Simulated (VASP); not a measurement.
Runs of VASP 6.6.1 on Mg. The structure is that of space group Pm-3m (No. 221), or close to it. The cells are those of the table. 

```csv
task,cell,k mesh,cutoff (eV),gap on the mesh (eV),pressure (GPa)
single point,"a = 3.021 Å, 1 atom",17 × 17 × 17,520,none,0.0
single point,"a = 2.938 Å, 1 atom",17 × 17 × 17,520,none,2.2
single point,"a = 3.099 Å, 1 atom",17 × 17 × 17,520,none,-1.5
relaxation of cell and atoms,"relaxed from a = 2.928 Å, 1 atom",11 × 11 × 11,600,none,0.0
single point,"a = 3.021 Å, 1 atom",5 × 5 × 5,600,none,(a)
```

Alike in all rows: level PBE; potentials or basis VASP PAW PBE potentials, release 64 (Mg); no spin polarisation; smearing fermi-dirac 0.1 eV.

Q: Fill in the values left out.

A: (a) 0.4.

Caveats: some runs use coarse meshes.

A gap of «none» marks levels without a gap at the run's occupations.
